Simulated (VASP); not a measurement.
Ga:

```
Ga
1.0
     2.74087    0.00000    0.00000
     0.00000    3.23726    0.00000
    -1.32527    0.00000    3.93634
Ga
2
Direct
  0.13460 0.75000 0.77017
  0.86540 0.25000 0.22983
```

Base run:

```yaml
Program: VASP 6.6.1
Functional: PBEsol
Potentials_or_basis: VASP PAW PBE potentials, release 64 (Ga_d)
Cutoff: 520 eV
k_mesh: 10 × 8 × 7
Occupations: fermi-dirac, width 0.05 eV
Spin: no spin polarisation
```

Its results: band gap on the k mesh zero (bands 13 and 14 overlap by 8.62 eV); pressure 2.1 GPa; largest force 0.087 eV/Å.

Q: The run is repeated on the same cell with these changes: functional from PBEsol to PBE; further incar settings from ALGO = Fast; EDIFF = 1e-07; NBANDS = 20 to ALGO = Normal; EDIFF = 1e-06; NBANDS = 20. What comes out?

A: Band gap on the k mesh zero (bands 13 and 14 overlap by 8.62 eV); pressure 5.9 GPa; largest force 0.102 eV/Å.

Caveats: the PAW data sets were made with another functional, which shifts forces and pressure a little (at least some runs); the cell stands under pressure (at least some runs).
